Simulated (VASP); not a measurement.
WC, 20 atoms in the cell. The cell holds a slab with vacuum, 20 atoms: a = 3.101 Å, b = 3.101 Å, c = 34.734 Å, α = 90.00°, β = 90.00°, γ = 90.00°. 

```yaml
Program: VASP 6.6.1
Task: single point
Functional: PBEsol
Potentials_or_basis: VASP PAW PBE potentials, release 64 (W_sv, C)
Cutoff: 520 eV
k_mesh: 10 × 10 × 1
Occupations: gaussian, width 0.1 eV
Spin: no spin polarisation
Dipole_correction: yes
Further_INCAR_settings: LREAL = Auto; ALGO = Normal; EDIFF = 1e-06; NBANDS = 106
```

Potentials or basis: VASP PAW PBE potentials, release 64 (W_sv, C).

Launch:

```sh
$ cat potpaw_PBE.64/W_sv/POTCAR potpaw_PBE.64/C/POTCAR > POTCAR
$ mpirun -np 1 vasp_std > vasp.out
```

Hardware: 1 × NVIDIA H100 80GB with 1 thread of Intel(R) Xeon(R) Platinum 8481C CPU @ 2.70GHz (Sapphire Rapids), on a shared host.

Estimate the wall time of this run.

It took 12 min on 1 × NVIDIA H100 80GB with 1 thread of Intel(R) Xeon(R) Platinum 8481C CPU @ 2.70GHz (Sapphire Rapids), with other jobs on the host, peak memory 1.6 GiB. Counts: scf iterations 38, k points 21.
